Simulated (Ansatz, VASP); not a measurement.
**One calculation of CaPt, two programs**

```
CELL_PARAMETERS angstrom
4.14329 0.00000 0.00000
-0.29629 4.13269 0.00000
0.00000 0.00000 14.00000
ATOMIC_POSITIONS crystal
Ca 0.00000 0.00000 0.50000
Pt 0.50000 0.50000 0.50000
```

Alike in both runs: task single point; functional PBE; k mesh 4 × 4 × 1; occupations gaussian, width 0.1 eV; no spin polarisation.

```csv
,VASP,Ansatz
version,VASP 6.6.1,Ansatz 0.2.0
potentials or method,"VASP PAW PBE potentials, release 64 (Ca_sv, Pt), cutoff 520 eV","scalar-relativistic, plane waves, PAW"
valence electrons in the cell,20,28
```

VASP gave:

| Property | Result |
| --- | --- |
| gap on the k mesh at the Fermi level (eV) | 0.61 |
| least direct gap on the mesh (eV) | 0.71 |

Task: Estimate Ansatz's values.

Result: gap on the k mesh at the Fermi level (eV): 0.63; least direct gap on the mesh (eV): 0.71.

VASP's potentials hold 20 valence electrons a cell and Ansatz's 28, so a difference there can come from the potentials and not from the codes. Ansatz's warnings: slab cell height set.

Neither program's run includes spin-orbit coupling.
